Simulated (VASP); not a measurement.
Runs of VASP 6.6.1 on HfC. The structure is that of space group Fm-3m (No. 225), or close to it. The cells are those of the table. 

```csv
level,spin,cell,k mesh,cutoff (eV),smearing,grid for exact exchange (PRECFOCK),share of exact exchange,screening parameter,gap on the mesh (eV),pressure (GPa),moment (μB)
"rpbe exchange, lyp correlation","non-collinear, zero start, SOC","a = 3.310 Å, angles 60.0°, 2 atoms",8 × 8 × 8,600,gaussian 0.025 eV,-,-,-,-,(a),0.00
PBE0,off,"a = 3.288 Å, angles 60.0°, 2 atoms",6 × 6 × 6,520,fermi-dirac 0.05 eV,Normal,0.25,-,none,-4.7,-
"rpbe exchange, lyp correlation","non-collinear, zero start, SOC","a = 3.288 Å, angles 60.0°, 2 atoms",8 × 8 × 8,600,gaussian 0.025 eV,-,-,-,-,10.7,0.00
"rpbe exchange, lyp correlation","non-collinear, zero start, SOC","a = 3.331 Å, angles 60.0°, 2 atoms",8 × 8 × 8,600,gaussian 0.025 eV,-,-,-,-,1.4,0.00
HSE06,off,"a = 3.288 Å, angles 60.0°, 2 atoms",6 × 6 × 6,520,fermi-dirac 0.05 eV,Normal,0.25,0.2079 1/Å,none,-4.2,-
"rpbe exchange, lyp correlation","non-collinear, zero start, SOC","a = 3.221 Å, angles 60.0°, 2 atoms",8 × 8 × 8,600,gaussian 0.025 eV,-,-,-,-,28.6,0.00
"rpbe exchange, lyp correlation","non-collinear, zero start, SOC","a = 3.266 Å, angles 60.0°, 2 atoms",8 × 8 × 8,600,gaussian 0.025 eV,-,-,-,-,(c),0.00
PBE0,off,"a = 3.353 Å, angles 60.0°, 2 atoms",6 × 6 × 6,520,fermi-dirac 0.05 eV,Normal,0.25,-,none,(b),-
```

Alike in all rows: task single point; potentials or basis VASP PAW PBE potentials, release 64 (Hf_pv, C).

Problem. Estimate the missing entries.

Solution. (a) 5.8; (b) -17.0; (c) 16.1.

Caveats: some runs use coarse meshes; the PAW data sets were made with another functional, which shifts forces and pressure a little; the cell stands under pressure (at least some runs); spin-orbit coupling is left out, which moves the levels of the heavy elements (at least some runs).

A k mesh can miss the band edges, and rows without SOC leave out spin-orbit coupling on Hf.

A gap of «none» marks levels without a gap at the run's occupations.
